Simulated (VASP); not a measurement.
Wanted: the native input for a VASP 6.6.1 run.

```yaml
Task: single point
Functional: PBEsol
Potentials_or_basis: VASP PAW PBE potentials, release 64 (Lu, Se)
Cutoff: 520 eV
k_mesh: 5 × 5 × 1
Occupations: fermi-dirac, width 0.1 eV
Spin: no spin polarisation
Dipole_correction: yes
Further_INCAR_settings: ALGO = Normal; EDIFF = 1e-06; NBANDS = 39
```

The structure of LuSe lies in POSCAR:

```
LuSe
1.0
    3.9428274119      0.0000000000      0.0000000000
    1.9714137059      3.4145887014      0.0000000000
    0.0000000000      0.0000000000     12.8289576515
Lu Se
2 2
Direct
    0.0000000000      0.0000000000      0.3117946219
    0.3333333333      0.3333333333      0.5627351260
    0.6666666667      0.6666666667      0.4372648740
    0.0000000000      1.0000000000      0.6882053781
```

These files were run (other wordings do the same):

INCAR

```
PREC     = Accurate       # precision mode
ENCUT    = 520            # plane-wave cutoff, eV
EDIFF    = 1E-6           # SCF threshold, eV
ISMEAR   = -1             # smearing method
SIGMA    = 0.1            # smearing width, eV
LREAL    = F              # projectors in reciprocal space
LASPH    = T              # aspherical terms in the spheres
NELM     = 80             # most SCF steps
ALGO     = Normal         # electronic algorithm
ISIF     = 2              # what is computed and relaxed
LWAVE    = F              # write WAVECAR
LCHARG   = F              # write CHGCAR
LDIPOL   = T            
IDIPOL   = 3            
DIPOL    = 0.5 0.5 0.500
GGA      = PS             # functional
NBANDS   = 39             # bands
```

KPOINTS

```
regular mesh
0
Gamma
  5 5 1
```

Potentials or basis: VASP PAW PBE potentials, release 64 (Lu, Se).

The run is started by

```console
$ cat potpaw_PBE.64/Lu/POTCAR potpaw_PBE.64/Se/POTCAR > POTCAR
$ mpirun -np 1 vasp_std > vasp.out
```

Results of the run:

```yaml
Largest_force: 2.266 eV/Å
Band_gap_on_the_k_mesh: 0.03 eV, indirect (least direct gap 0.33 eV)
```

Caveat: the PAW data sets were made with another functional, which shifts forces and pressure a little; spin-orbit coupling is left out, which moves the levels of the heavy elements.

Wall time 79 s on 1 thread of Intel(R) Xeon(R) Platinum 8259CL CPU @ 2.50GHz (Skylake/Cascade Lake), on a shared host, peak memory 0.28 GiB.
